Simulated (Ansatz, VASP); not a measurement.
**As: VASP beside Ansatz**

Contents of INCAR:

```
PREC = Accurate
ENCUT = 600
EDIFF = 1E-7
ISMEAR = 0
SIGMA = 0.01
LREAL = False
LASPH = True
NELM = 100
ALGO = Normal
ISIF = 3
LWAVE = False
LCHARG = False
GGA = PS
IBRION = 2
NSW = 100
EDIFFG = -0.005
```

The input KPOINTS:

```
regular mesh
0
Gamma
  10 10 8
```

Contents of POSCAR:

```
As
1.0
    1.8250000000     -5.5000000000      0.0000000000
    1.8250000000      5.5000000000      0.0000000000
    0.0000000000      0.0000000000      4.4700000000
As
4
Direct
    0.1100000000      0.8900000000      0.9400000000
    0.6100000000      0.3900000000      0.5600000000
    0.8900000000      0.1100000000      0.0600000000
    0.3900000000      0.6100000000      0.4400000000
```

Input for Ansatz:

```yaml
crystal:
  lattice:
    - [1.825, -5.5, 0.0]
    - [1.825, 5.5, 0.0]
    - [0.0, 0.0, 4.47]
  atoms:
    - { symbol: As, position: [0.11, 0.89, 0.94] }
    - { symbol: As, position: [0.61, 0.39, 0.56] }
    - { symbol: As, position: [0.89, 0.11, 0.06] }
    - { symbol: As, position: [0.39, 0.61, 0.44] }
basis:
  ecutwfc: 420
kpoints:
  mp_grid: { grid: [10, 10, 8] }
hamiltonian:
  xc: pbesol
scf:
  occupations: { method: gaussian, width: 0.01 }
output:
  forces: true
  stress: true
  eigenvalues: true
relax:
  adjacent_minimum: "off"
  f_tol: 0.005
  max_steps: 80
  cell: { stress_tol: 0.05 }
```

Alike in both runs: task relaxation of cell and atoms; functional PBEsol; k mesh 10 × 10 × 8; occupations gaussian, width 0.01 eV; no spin polarisation.

|  | VASP | Ansatz |
| --- | --- | --- |
| version | VASP 6.6.1 | Ansatz 0.2.0 |
| potentials or method | VASP PAW PBE potentials, release 64 (As), cutoff 600 eV | scalar-relativistic, plane waves, PAW |
| valence electrons in the cell | 20 | 60 |

|  | VASP | Ansatz | Ansatz less VASP |
| --- | --- | --- | --- |
| gap on the k mesh at the Fermi level, each at its own relaxed structure (eV) | none | none | - |
| relaxed volume (Å³/atom) | 21.70 | 21.70 | -0.003 |
| relaxed cell length with the largest relative difference (Å) | 4.265 | 4.277 | +0.0116 |

VASP's potentials were made for PBE, not for PBEsol. A gap of «none» marks a metal or a gap that the smearing closes. VASP's potentials hold 20 valence electrons a cell and Ansatz's 60, so a difference there can come from the potentials and not from the codes.
